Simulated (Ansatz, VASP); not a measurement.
## One calculation of Sc4Te, two programs

The input INCAR:

```
PREC = Accurate ; ENCUT = 520
EDIFF = 1E-6 ; ISMEAR = 0
SIGMA = 0.1 ; LREAL = False
LASPH = True ; NELM = 60
ALGO = Fast ; ISIF = 2
LWAVE = False ; LCHARG = False
GGA = PE ; NBANDS = 33
```

File KPOINTS:

```
regular mesh
0
Gamma
  4 4 4
```

File POSCAR:

```
Sc4Te
1.0
   -3.0116813700      3.0116813700      3.0116813700
    3.0116813700     -3.0116813700      3.0116813700
    3.0116813700      3.0116813700     -3.0116813700
Sc Te
4 1
Direct
    0.0000000000      0.0000000000      0.5000000000
    0.5000000000      0.0000000000      0.0000000000
    0.0000000000      0.5000000000      0.0000000000
    0.5000000000      0.5000000000      0.5000000000
    0.0000000000      0.0000000000      0.0000000000
```

Input for Ansatz:

```yaml
crystal:
  lattice:
    - [-3.01168137, 3.01168137, 3.01168137]
    - [3.01168137, -3.01168137, 3.01168137]
    - [3.01168137, 3.01168137, -3.01168137]
  atoms:
    - { symbol: Sc, position: [0.0, 0.0, 0.5] }
    - { symbol: Sc, position: [0.5, 0.0, 0.0] }
    - { symbol: Sc, position: [0.0, 0.5, 0.0] }
    - { symbol: Sc, position: [0.5, 0.5, 0.5] }
    - { symbol: Te, position: [0.0, 0.0, 0.0] }
basis:
  ecutwfc: 420
kpoints:
  mp_grid: { grid: [4, 4, 4] }
hamiltonian:
  xc: pbe
scf:
  occupations: { method: gaussian, width: 0.1 }
  lower_state_search: "off"
output:
  forces: true
  stress: true
  eigenvalues: true
```

Change from the starting cell: species swapped into the Hg4Pt type (Im-3m, No. 229).

Alike in both runs: task single point; functional PBE; k mesh 4 × 4 × 4; occupations gaussian, width 0.1 eV; no spin polarisation.

```csv
,VASP,Ansatz
version,VASP 6.6.1,Ansatz 0.2.0
potentials or method,"VASP PAW PBE potentials, release 64 (Sc_sv, Te), cutoff 520 eV","scalar-relativistic, plane waves, PAW"
valence electrons in the cell,50,60
```

|  | VASP | Ansatz | Ansatz less VASP |
| --- | --- | --- | --- |
| gap on the k mesh at the Fermi level (eV) | none | none | - |
| pressure (GPa) | 23.4 | 23.1 | -0.23 |

A gap of «none» marks a metal or a gap that the smearing closes. With one functional, cell and mesh, what is left measures potentials, basis and numerics. VASP's potentials hold 50 valence electrons a cell and Ansatz's 60, so a difference there can come from the potentials and not from the codes.

The k mesh is coarse, so the values compare programs but aren't converged. Spin-orbit coupling is off throughout.
